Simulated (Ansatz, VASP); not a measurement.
## Two plane-wave programs on Hf3Si2W

```
Hf Si W
1.0
    -2.71654    2.71654    5.11380
     2.71654   -2.71654    5.11380
     2.71654    2.71654   -5.11380
Hf Si W
3 2 1
Direct
  0.50000 0.00000 0.50000
  0.00000 0.50000 0.50000
  0.50000 0.50000 0.00000
  0.75000 0.25000 0.50000
  0.25000 0.75000 0.50000
  0.00000 0.00000 0.00000
```

Alike in both runs: task relaxation of cell and atoms; functional PBE; k mesh 10 × 10 × 10; occupations gaussian, width 0.1 eV; no spin polarisation.

|  | VASP | Ansatz |
| --- | --- | --- |
| version | VASP 6.6.1 | Ansatz 0.2.0 |
| potentials or method | VASP PAW PBE potentials, release 64 (Hf_pv, Si, W_sv), cutoff 600 eV | scalar-relativistic, plane waves, PAW |
| valence electrons in the cell | 52 | 100 |

Ansatz gave:

| Property | Result |
| --- | --- |
| gap on the k mesh at the Fermi level, each at its own relaxed structure (eV) | none |
| relaxed volume (Å³/atom) | 25.15 |
| relaxed length of the cell vector where the two differ most in proportion (Å) | 6.397 |

Problem. Estimate VASP's values.

Solution. gap on the k mesh at the Fermi level, each at its own relaxed structure (eV): none; relaxed volume (Å³/atom): 25.16; relaxed length of the cell vector where the two differ most in proportion (Å): 6.402.

A gap of «none» marks a metal or a gap that the smearing closes. VASP's potentials hold 52 valence electrons a cell and Ansatz's 100, so a difference there can come from the potentials and not from the codes.

Spin-orbit coupling is off throughout.
